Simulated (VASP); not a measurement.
Wanted: the native input for a VASP 6.6.1 run.

* Task: single point
* Functional: PBE
* Potentials or basis: VASP PAW PBE potentials, release 64 (Hf_pv, N)
* Cutoff: 520 eV
* k mesh: 14 × 14 × 14
* Occupations: fermi-dirac, width 0.08 eV
* Spin: no spin polarisation
* Dipole correction: no
* Further INCAR settings: ALGO = Normal; EDIFF = 1e-06; NBANDS = 14

The structure of HfN (zincblende type) lies in POSCAR:

```
HfN
1.0
    0.0000000000      2.4579025457      2.4579025457
    2.4579025457      0.0000000000      2.4579025457
    2.4579025457      2.4579025457      0.0000000000
Hf N
1 1
Direct
    0.0000000000      0.0000000000      0.0000000000
    0.2500000000      0.2500000000      0.2500000000
```

The input as run:

INCAR

```
SYSTEM = HfN
  PREC = Accurate
  ENCUT = 520
  EDIFF = 1E-6
  ISMEAR = -1
  SIGMA = 0.08
  LREAL = .False.
  LASPH = .True.
  NELM = 80
  ALGO = Normal
  ISIF = 2
  LWAVE = .False.
  LCHARG = .False.
  GGA = PE
  NBANDS = 14
```

KPOINTS

```
Automatic mesh
0
Gamma
  14 14 14
  0 0 0
```

Potentials or basis: VASP PAW PBE potentials, release 64 (Hf_pv, N).

Command:

```sh
$ cat potpaw_PBE.64/Hf_pv/POTCAR potpaw_PBE.64/N/POTCAR > POTCAR
$ mpirun -np 1 vasp_std > vasp.out
```

It gave:

```yaml
Pressure: -1.1 GPa
```

Run time: 23 s on 1 thread of Intel Xeon 6975P-C, on a shared host, peak memory 0.19 GiB.
